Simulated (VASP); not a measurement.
Here is a VASP 6.6.1 calculation.

The input INCAR:

```
ALGO = Normal
EDIFF = 1E-8
ENCUT = 520
GGA = PS
ISIF = 2
ISMEAR = -1
LASPH = T
LCHARG = F
LEFG = T
LREAL = F
LWAVE = F
NBANDS = 27
NELM = 100
PREC = Accurate
SIGMA = 0.02
```

File KPOINTS:

```
k-points
0
Gamma
  7 7 6
```

Contents of POSCAR:

```
InSe
1.0
    5.8679026766     -2.0550000000      0.0000000000
    5.8679026766      2.0550000000      0.0000000000
   -1.5994156962      0.0000000000      4.4533660986
In Se
2 2
Direct
    0.8840000000      0.8840000000      0.0050000000
    0.1160000000      0.1160000000      0.9950000000
    0.6600000000      0.6600000000      0.6420000000
    0.3400000000      0.3400000000      0.3580000000
```

Potentials or basis: VASP PAW PBE potentials, release 64 (In_d, Se).

The run is started by

```bash
$ cat potpaw_PBE.64/In_d/POTCAR potpaw_PBE.64/Se/POTCAR > POTCAR
$ mpirun -np 1 vasp_std > vasp.out
```

What does it give for the pressure?

-1.5 GPa.

What does it give for the band gap on the k mesh?

0.91 eV (least direct gap 1.29 eV).

What does it give for the largest force?

0.691 eV/Å.

Forces in eV/Å, atoms in the order of the input:
```
In  -0.438  0.000  0.534
In   0.438  0.000 -0.534
Se  -0.580  0.000  0.283
Se   0.580  0.000 -0.283
```

Caveat: the cell differs from its parent crystal (zz strain of +3 %); without QUAD_EFG the Cq values of the log hold for a quadrupole moment of 1 mb, not for the nuclei; the PAW data sets were made with another functional, which shifts forces and pressure a little; spin-orbit coupling is left out, which moves the levels of the heavy elements. A k mesh can miss the band edges.
